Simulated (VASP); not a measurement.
Set up this calculation in VASP 6.6.1, as the native input.

| Property | Result |
| --- | --- |
| Task | single point |
| Functional | PBE |
| Potentials or basis | VASP PAW PBE potentials, release 64 (Ge_d, Br) |
| Cutoff | 520 eV |
| k mesh | 6 × 6 × 6 |
| Occupations | gaussian, width 0.1 eV |
| Spin | no spin polarisation |
| Dipole correction | no |
| Further INCAR settings | ALGO = Normal; EDIFF = 1e-07; NBANDS = 18 |

The structure of GeBr lies in POSCAR:

```
GeBr
1.0
    0.0000000000      2.9691247400      2.9691247400
    2.9691247400      0.0000000000      2.9691247400
    2.9691247400      2.9691247400      0.0000000000
Ge Br
1 1
Direct
    0.5000000000      0.5000000000      0.5000000000
    0.0000000000      0.0000000000      0.0000000000
```

These files were run (other wordings do the same):

INCAR

```
PREC = Accurate
ENCUT = 520
EDIFF = 1E-7
ISMEAR = 0
SIGMA = 0.1
LREAL = False
LASPH = True
NELM = 80
ALGO = Normal
ISIF = 2
LWAVE = False
LCHARG = False
GGA = PE
NBANDS = 18
```

KPOINTS

```
Automatic mesh
0
Gamma
  6 6 6
```

Potentials or basis: VASP PAW PBE potentials, release 64 (Ge_d, Br).

Command:

```console
$ cat potpaw_PBE.64/Ge_d/POTCAR potpaw_PBE.64/Br/POTCAR > POTCAR
$ mpirun -np 1 vasp_std > vasp.out
```

Results of the run:

The pressure is 2.5 GPa.

Caveat: an odd number of electrons without spin polarisation forces a metal; a magnetic or distorted state may lie lower.

It took 10 s on 1 thread of AMD EPYC 9R14 (Zen 4), on a shared host, peak memory 0.15 GiB.
